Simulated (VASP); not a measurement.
Here is a VASP 6.6.1 calculation.

Contents of INCAR:

```
ALGO = Normal
EDIFF = 1E-6
ENCUT = 520
GGA = PE
ISIF = 2
ISMEAR = -1
LASPH = True
LCHARG = False
LREAL = False
LWAVE = False
NBANDS = 13
NELM = 80
PREC = Accurate
SIGMA = 0.08
```

Contents of KPOINTS:

```
k-points
0
Gamma
  18 18 18
```

The input POSCAR:

```
Ge
1.0
   -1.5052599216      1.5052599216      1.5052599216
    1.5052599216     -1.5052599216      1.5052599216
    1.5052599216      1.5052599216     -1.5052599216
Ge
1
Direct
    0.0000000000      0.0000000000      0.0000000000
```

Potentials or basis: VASP PAW PBE potentials, release 64 (Ge_d).

Launch:

```console
$ cat potpaw_PBE.64/Ge_d/POTCAR > POTCAR
$ mpirun -np 1 vasp_std > vasp.out
```

Question: What does it give for the band gap on the k mesh?

Answer: Zero (band 7 reaches 23.99 eV, above the bottom of band 8 at 6.37 eV).

Question: Estimate the pressure.

Answer: 48.0 GPa.
